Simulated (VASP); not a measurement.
# Sc (P6_3/mmc) in VASP: notebook

Sc is run at these levels: PBEsol; tasks: single point.

Program: VASP 6.6.1. These are calculated values, not measurements. Logs are shortened: lines on timing, memory, paths and dates and some standing lists are left out, and cuts for length are marked.

## 1. The cell of the first run

The structure is hexagonal, space group P6_3/mmc (No. 194). Conventional cell: a = 2.957 Å, b = 2.957 Å, c = 4.541 Å, α = 90.00°, β = 90.00°, γ = 120.00°. Sc (site symmetry -6m2) has 12 Sc at 2.84 to 2.96 Å within 3.7 Å.

## 2. Single point, PBEsol

The input, INCAR:

```
SYSTEM = Sc
  ALGO = Normal
  EDIFF = 1E-6
  ENCUT = 520
  GGA = PS
  ISIF = 2
  ISMEAR = -1
  LASPH = .True.
  LCHARG = .True.
  LELF = .True.
  LREAL = .False.
  LVHAR = .True.
  LWAVE = .False.
  NBANDS = 18
  NELM = 60
  PREC = Accurate
  SIGMA = 0.05
```

The input, KPOINTS:

```
k-points
0
Gamma
  6 6 4
  0 0 0
```

The input, POSCAR:

```
Sc
1.0
    2.9568466608      0.0000000000      0.0000000000
   -1.4784233304      2.5607043233      0.0000000000
    0.0000000000      0.0000000000      4.5412161212
Sc
2
Direct
    0.3333333333      0.6666666667      0.2500000000
    0.6666666667      0.3333333333      0.7500000000
```

Potentials or basis: VASP PAW PBE potentials, release 64 (Sc_sv).

On the command line:

```
cat potpaw_PBE.64/Sc_sv/POTCAR > POTCAR
mpirun -np 1 vasp_std > vasp.out
```

OUTCAR:

```text
SYSTEM = Sc
   EDIFF = 1E-6
   ENCUT = 520
   GGA = PS
   ISIF = 2
   ISMEAR = -1
   LASPH = .True.
   LREAL = .False.
   NELM = 60
   PREC = Accurate

 ion  position               nearest neighbor table
   1  0.333  0.667  0.250-   2 2.84   2 2.84   2 2.84   2 2.84   2 2.84   2 2.84
   2  0.667  0.333  0.750-   1 2.84   1 2.84   1 2.84   1 2.84   1 2.84   1 2.84

  LATTYP: Found a hexagonal cell.
 ALAT       =     2.9568466608
 C/A-ratio  =     1.5358307826

  Lattice vectors:

 A1 = (   2.9568466608,   0.0000000000,   0.0000000000)
 A2 = (  -1.4784233304,   2.5607043233,   0.0000000000)
 A3 = (   0.0000000000,   0.0000000000,   4.5412161212)

Analysis of symmetry for initial positions (statically):
=====================================================================
 Subroutine PRICEL returns:
 Original cell was already a primitive cell.

 Routine SETGRP: Setting up the symmetry group for a
 hexagonal supercell.

 Subroutine GETGRP returns: Found 24 space group operations
 (whereof 12 operations were pure point group operations)
 out of a pool of 24 trial point group operations.

The static configuration has the point symmetry D_3d.
 The point group associated with its full space group is D_6h.

Analysis of symmetry for dynamics (positions and initial velocities):
=====================================================================
 Subroutine PRICEL returns:
 Original cell was already a primitive cell.

 Routine SETGRP: Setting up the symmetry group for a
 hexagonal supercell.

 Subroutine GETGRP returns: Found 24 space group operations
 (whereof 12 operations were pure point group operations)
 out of a pool of 24 trial point group operations.

The dynamic configuration has the point symmetry D_3d.
 The point group associated with its full space group is D_6h.

 Subroutine INISYM returns: Found 24 space group operations
 (whereof 12 operations are pure point group operations),
 and found     1 'primitive' translations

----------------------------------------------------------------------------------------

                                     Primitive cell

  volume of cell :      34.3843

  direct lattice vectors                    reciprocal lattice vectors
     2.956846661  0.000000000  0.000000000     0.338198126  0.195258779  0.000000000
    -1.478423330  2.560704323  0.000000000     0.000000000  0.390517558  0.000000000
     0.000000000  0.000000000  4.541216121     0.000000000  0.000000000  0.220205331

  length of vectors
     2.956846661  2.956846661  4.541216121     0.390517558  0.390517558  0.220205331

  position of ions in fractional coordinates (direct lattice)
     0.333333333  0.666666667  0.250000000
     0.666666667  0.333333333  0.750000000

  ion indices of the primitive-cell ions
   primitive index   ion index
                 1           1
                 2           2

----------------------------------------------------------------------------------------

 KPOINTS: k-points

Automatic generation of k-mesh.
 Grid dimensions read from file:
 generate k-points for:    6    6    4

 Generating k-lattice:

  Cartesian coordinates                     Fractional coordinates (reciprocal lattice)
     0.056366354  0.032543130  0.000000000     0.166666667 -0.000000000  0.000000000
     0.000000000  0.065086260  0.000000000     0.000000000  0.166666667  0.000000000
     0.000000000  0.000000000  0.055051333     0.000000000  0.000000000  0.250000000

  Length of vectors
     0.065086260  0.065086260  0.055051333

  Shift w.r.t. Gamma in fractional coordinates (k-lattice)
     0.000000000  0.000000000  0.000000000

 Subroutine IBZKPT returns following result:
 ===========================================

 Found     21 irreducible k-points:

 Following reciprocal coordinates:
            Coordinates               Weight
  0.000000  0.000000  0.000000      1.000000
  0.166667 -0.000000  0.000000      6.000000
  0.333333 -0.000000  0.000000      6.000000
  0.500000  0.000000  0.000000      3.000000
  0.166667  0.166667  0.000000      6.000000
  0.333333  0.166667  0.000000     12.000000
[... 13 lines left out ...]
  0.333333  0.166667  0.500000     12.000000
  0.333333  0.333333  0.500000      2.000000
   k-points           NKPTS =     21   k-points in BZ     NKDIM =     21   number of bands    NBANDS=     18
   number of dos      NEDOS =    301   number of ions     NIONS =      2
   total plane-waves  NPLWV =  20736
   dimension x,y,z NGX =    24 NGY =   24 NGZ =   36
   dimension x,y,z NGXF=    48 NGYF=   48 NGZF=   72
   ions per type =               2
   NGX,Y,Z   is equivalent  to a cutoff of  13.49, 13.49, 13.18 a.u.
   NGXF,Y,Z  is equivalent  to a cutoff of  26.99, 26.99, 26.36 a.u.
 SYSTEM =  Sc
   PREC   = accura    normal or accurate (medium, high low for compatibility)
   ISTART =      0    job   : 0-new  1-cont  2-samecut
   ICHARG =      2    charge: 1-file 2-atom 10-const
   ISPIN  =      1    spin polarized calculation?
   LNONCOLLINEAR =      F non collinear calculations
   LSORBIT =      F    spin-orbit coupling
   LASPH  =      T    aspherical Exc in radial PAW
   ENCUT  =  520.0 eV  38.22 Ry    6.18 a.u.   5.50  5.50  8.44*2*pi/ulx,y,z
   NELM   =     60;   NELMIN=  2; NELMDL= -5     # of ELM steps
   EDIFF  = 0.1E-05   stopping-criterion for ELM
   LREAL  =      F    real-space projection
   EDIFFG = 0.1E-04   stopping-criterion for IOM
   NSW    =      0    number of steps for IOM
   IBRION =     -1    ionic relax: 0-MD 1-quasi-New 2-CG
   NFREE  =      0    steps in history (QN), initial steepest desc. (CG)
   ISIF   =      2    stress and relaxation
   ISYM   =      2    0-nonsym 1-usesym 2-fastsym
   POTIM  = 0.5000    time-step for ionic-motion
   TEBEG  =    0.0;   TEEND  =   0.0 temperature during run
   PSTRESS=    0.0 pullay stress
   NELECT =      22.0000    total number of electrons
   NUPDOWN=      -1.0000    fix difference up-down
   EMIN   =  10.00;   EMAX   =-10.00  energy-range for DOS
   EFERMI =   0.00;   METHOD = LEGACY
   ISMEAR =    -1;   SIGMA  =   0.05  broadening in eV -4-tet -1-fermi 0-gaus
   EFERMI_NEDOS =   21; number of points for ismear=-14 and -15
   IALGO  =     38    algorithm
   IMIX   =      4    mixing-type and parameters
     AMIX     =   0.40;   BMIX     =  1.00
     AMIX_MAG =   1.60;   BMIX_MAG =  1.00
  volume/ion in A,a.u.               =      17.19       116.02
  Fermi-wavevector in a.u.,A,eV,Ry     =   1.410681  2.665801 27.075891  1.990022
  Thomas-Fermi vector in A             =   2.532610
   LORBIT       =      0    0 simple, 1 ext, 2 COOP (PROOUT), +10 PAW based schemes
   GGA     = PS    functional components
   LHFCALC =     F    Hartree Fock is set to
   AEXX    =    0.0000 exact exchange contribution
   IVDW    =     0    specifies the selected vdW correction
   LEPSILON=     F    determine dielectric tensor
   LRPA    =     F    only Hartree local field effects (RPA)
 non-spin polarized calculation
  energy-cutoff  :      520.00
  volume of cell :       34.38
 maximum number of plane-waves:       953
 NGX is ok and might be reduce to    24
   NGX = 11   NGY = 11   NGZ = 17

 number of electron      22.0000006 magnetization

 Free energy of the ion-electron system (eV)
  ---------------------------------------------------
  ext. energy  EPLUGINS =         0.00000000
  ---------------------------------------------------
  free energy    TOTEN  =       -12.25108830 eV

  energy without entropy =      -12.22283288  energy(sigma->0) =      -12.23696059

 E-fermi :   6.0156     XC(G=0): -11.5771

 val. band max:        6.0022339043   @ k =   0.3333   0.1667   0.2500
 cond. band min:       6.0737633062   @ k =   0.1667   0.1667   0.2500
 fundamental gap:      0.0715294019
 Fermi energy:         6.0156179361

 k-point     1 :       0.0000    0.0000    0.0000
  band No.  band energies     occupation
      1     -42.4721      2.00000
      2     -42.1484      2.00000
      3     -21.8839      2.00000
      4     -20.7726      2.00000
      5     -20.7726      2.00000
      6     -20.5654      2.00000
[... 10 lines left out ...]
     17       8.9845      0.00000
     18       8.9845      0.00000

 k-point     2 :       0.1667   -0.0000    0.0000
  band No.  band energies     occupation
      1     -42.4188      2.00000
      2     -42.1330      2.00000
      3     -21.7731      2.00000
      4     -20.9839      2.00000
      5     -20.8437      2.00000
      6     -20.7803      2.00000
[... 10 lines left out ...]
     17       9.1874      0.00000
     18       9.2456      0.00000

 k-point     3 :       0.3333   -0.0000    0.0000
  band No.  band energies     occupation
      1     -42.2997      2.00000
      2     -42.1131      2.00000
      3     -21.5003      2.00000
      4     -21.4105      2.00000
      5     -21.1708      2.00000
      6     -20.9727      2.00000
[... 10 lines left out ...]
     17      10.5596      0.00000
     18      10.6626      0.00000

 k-point     4 :       0.5000    0.0000    0.0000
  band No.  band energies     occupation
      1     -42.2236      2.00000
      2     -42.1189      2.00000
      3     -21.6222      2.00000
      4     -21.3519      2.00000
      5     -21.2938      2.00000
      6     -21.0332      2.00000
[... 312 lines left out ...]
      4     -21.4658      2.00000
      5     -20.8853      2.00000
      6     -20.8853      2.00000
[... 10 lines left out ...]
     17      10.9863      0.00000
     18      10.9863      0.00000

 k-point    20 :       0.3333    0.1667    0.5000
  band No.  band energies     occupation
      1     -42.1711      2.00000
      2     -42.1711      2.00000
      3     -21.6479      2.00000
      4     -21.6479      2.00000
      5     -21.0365      2.00000
      6     -21.0365      2.00000
[... 10 lines left out ...]
     17      11.4401      0.00000
     18      11.4401      0.00000

 k-point    21 :       0.3333    0.3333    0.5000
  band No.  band energies     occupation
      1     -42.1532      2.00000
      2     -42.1532      2.00000
      3     -21.5908      2.00000
      4     -21.5908      2.00000
      5     -21.2366      2.00000
      6     -21.2366      2.00000
[... 10 lines left out ...]
     17      11.1111      0.00000
     18      11.1111      0.00000

------------------------ aborting loop because EDIFF is reached ----------------------------------------

  FORCE on cell =-STRESS in cart. coord.  units (eV):
  Direction    XX          YY          ZZ          XY          YZ          ZX
  --------------------------------------------------------------------------------------
  -------------------------------------------------------------------------------------
  Total        6.4685819      6.4685819      6.4837963      0.0000000      0.0000000      0.0000000
  in kB      301.4111076    301.4111076    302.1200423      0.0000000      0.0000000      0.0000000
  external PRESSURE =     301.6474192 kB  Pullay stress =       0.0000000 kB

 VOLUME and BASIS-vectors are now :
 -----------------------------------------------------------------------------
  energy-cutoff  :      520.00
  volume of cell :       34.38
      direct lattice vectors                 reciprocal lattice vectors
     2.956846661  0.000000000  0.000000000     0.338198126  0.195258779  0.000000000
    -1.478423330  2.560704323  0.000000000     0.000000000  0.390517558  0.000000000
     0.000000000  0.000000000  4.541216121     0.000000000  0.000000000  0.220205331

 POSITION                                       TOTAL-FORCE (eV/Angst)
 -----------------------------------------------------------------------------------
     -0.00000      1.70714      1.13530         0.000000      0.000000      0.000000
      1.47842      0.85357      3.40591        -0.000000      0.000000      0.000000
 -----------------------------------------------------------------------------------
    total drift:                               -0.000000      0.000000     -0.000000

  FREE ENERGIE OF THE ION-ELECTRON SYSTEM (eV)
  ---------------------------------------------------
  free  energy   TOTEN  =       -12.2510882970 eV

  energy  without entropy=      -12.2228328805  energy(sigma->0) =      -12.23696059
```

It took 11 s on 1 thread of Intel Xeon Platinum 8488C (Sapphire Rapids), shared host; peak memory 0.15 GiB.

Results:

```yaml
Free_energy: -12.2511 eV
Pressure: 30.2 GPa
Band_gap_on_the_k_mesh: zero (band 11 reaches 7.88 eV, above the bottom of band 12 at 5.30 eV)
```

Levels at points of the mesh, in eV from the Fermi level:
| k point | band 8 | band 9 | band 10 | band 11 | band 12 | band 13 | band 14 | band 15 |
| --- | --- | --- | --- | --- | --- | --- | --- | --- |
| (0.00, 0.00, 0.00) | -26.50 | -5.61 | -2.30 | 1.87 | 1.87 | 2.03 | 2.43 | 2.64 |
| (0.50, 0.00, 0.00) | -26.69 | -1.85 | -1.78 | -1.34 | 0.16 | 1.43 | 1.94 | 2.64 |
| (0.00, 0.00, 0.50) | -26.69 | -3.58 | -3.58 | 1.22 | 1.22 | 1.71 | 1.71 | 1.71 |
| (0.50, 0.00, 0.50) | -26.82 | -2.15 | -2.15 | -0.01 | -0.01 | 2.35 | 2.35 | 3.12 |

Caveat: the k points lie up to 0.41 Å⁻¹ apart; the PAW data sets were made with another functional, which shifts forces and pressure a little.

(Part 1 of 2 ends here.)
